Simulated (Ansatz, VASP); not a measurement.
# Bi: VASP beside Ansatz

Contents of INCAR:

```
SYSTEM = Bi
PREC = Accurate
ENCUT = 600
EDIFF = 1E-7
ISMEAR = 0
SIGMA = 0.1
LREAL = .False.
LASPH = .True.
NELM = 100
ALGO = Normal
ISIF = 3
LWAVE = .False.
LCHARG = .False.
GGA = PS
IBRION = 2
NSW = 90
EDIFFG = -0.04
```

The input KPOINTS:

```
Automatic mesh
0
Gamma
  4 4 4
  0 0 0
```

File POSCAR:

```
Bi
1.0
    0.0000000000      3.3975022875      3.3975022875
    3.3975022875      0.0000000000      3.3975022875
    3.3975022875      3.3975022875      0.0000000000
Bi
2
Direct
    0.5000000000      0.5000000000      0.5000000000
    0.7500000000      0.7500000000      0.7500000000
```

Input for Ansatz:

```yaml
crystal:
  lattice:
    - [0.0, 3.3975022875, 3.3975022875]
    - [3.3975022875, 0.0, 3.3975022875]
    - [3.3975022875, 3.3975022875, 0.0]
  atoms:
    - { symbol: Bi, position: [0.5, 0.5, 0.5] }
    - { symbol: Bi, position: [0.75, 0.75, 0.75] }
basis:
  ecutwfc: 420
kpoints:
  mp_grid: { grid: [4, 4, 4] }
hamiltonian:
  xc: pbesol
scf:
  occupations: { method: gaussian, width: 0.1 }
  lower_state_search: "off"
output:
  forces: true
  stress: true
  eigenvalues: true
relax:
  adjacent_minimum: "off"
  f_tol: 0.04
  max_steps: 70
  cell: { stress_tol: 0.4 }
```

Alike in both runs: task relaxation of cell and atoms; functional PBEsol; k mesh 4 × 4 × 4; occupations gaussian, width 0.1 eV; no spin polarisation.

|  | VASP | Ansatz |
| --- | --- | --- |
| version | VASP 6.6.1 | Ansatz 0.2.0 |
| potentials or method | VASP PAW PBE potentials, release 64 (Bi_d), cutoff 600 eV | scalar-relativistic, plane waves, PAW |
| valence electrons in the cell | 30 | 30 |

|  | VASP | Ansatz | Ansatz less VASP |
| --- | --- | --- | --- |
| gap on the k mesh at the Fermi level, each at its own relaxed structure (eV) | none | none | - |
| relaxed volume (Å³/atom) | 45.15 | 45.24 | +0.083 |
| relaxed cell length with the largest relative difference (Å) | 5.036 | 5.039 | +0.0031 |

VASP's potentials were made for PBE, not for PBEsol. A gap of «none» marks a metal or a gap that the smearing closes.

The k mesh is coarse, so the values compare programs but aren't converged. Spin-orbit coupling is off throughout. Noted on VASP's run: the volume moved by over 15 % at a fixed basis, so the end points are rough.
